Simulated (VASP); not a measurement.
Wanted: the native input for a VASP 6.6.1 run.

| Property | Result |
| --- | --- |
| Task | relaxation of cell and atoms |
| Functional | PBEsol |
| Potentials or basis | VASP PAW PBE potentials, release 64 (Cu, Pd) |
| Cutoff | 600 eV |
| k mesh | 7 × 7 × 7 |
| Occupations | fermi-dirac, width 0.15 eV |
| Spin | no spin polarisation |
| Dipole correction | no |
| Further INCAR settings | ALGO = Normal; EDIFF = 1e-06; IBRION = 2; EDIFFG = -0.01; NSW = 80; ISIF = 3 |

The structure of CuPd (Skaergaardite) lies in POSCAR:

```
CuPd
1.0
    2.9880000000      0.0000000000      0.0000000000
    0.0000000000      2.9880000000      0.0000000000
    0.0000000000      0.0000000000      2.9880000000
Cu Pd
1 1
Direct
    0.0000000000      0.0000000000      0.0000000000
    0.5000000000      0.5000000000      0.5000000000
```

These files were run (other wordings do the same):

INCAR

```
PREC = Accurate ; ENCUT = 600
EDIFF = 1E-6 ; ISMEAR = -1
SIGMA = 0.15 ; LREAL = False
LASPH = True ; NELM = 100
ALGO = Normal ; ISIF = 3
LWAVE = False ; LCHARG = False
GGA = PS ; IBRION = 2
NSW = 80 ; EDIFFG = -0.01
```

KPOINTS

```
regular mesh
0
Gamma
  7 7 7
```

Potentials or basis: VASP PAW PBE potentials, release 64 (Cu, Pd).

The run is started by

```bash
$ cat potpaw_PBE.64/Cu/POTCAR potpaw_PBE.64/Pd/POTCAR > POTCAR
$ mpirun -np 1 vasp_std > vasp.out
```

Results of the run:

```json
{
  "Relaxed volume": "13.00 Å³/atom",
  "Relaxed cell": "a = 2.963 Å, b = 2.963 Å, c = 2.963 Å, α = 90.00°, β = 90.00°, γ = 90.00°",
  "Space group after relaxing (to 0.05 Å)": "Pm-3m (No. 221)",
  "Energy gained by relaxing": "4.7 meV/atom",
  "Ionic steps": "3",
  "Pressure after relaxing": "0.0 GPa"
}
```

Caveat: the PAW data sets were made with another functional, which shifts forces and pressure a little.

It took 14 s on 1 thread of Intel(R) Xeon(R) Platinum 8488C (Sapphire Rapids), on a shared host, peak memory 0.15 GiB.
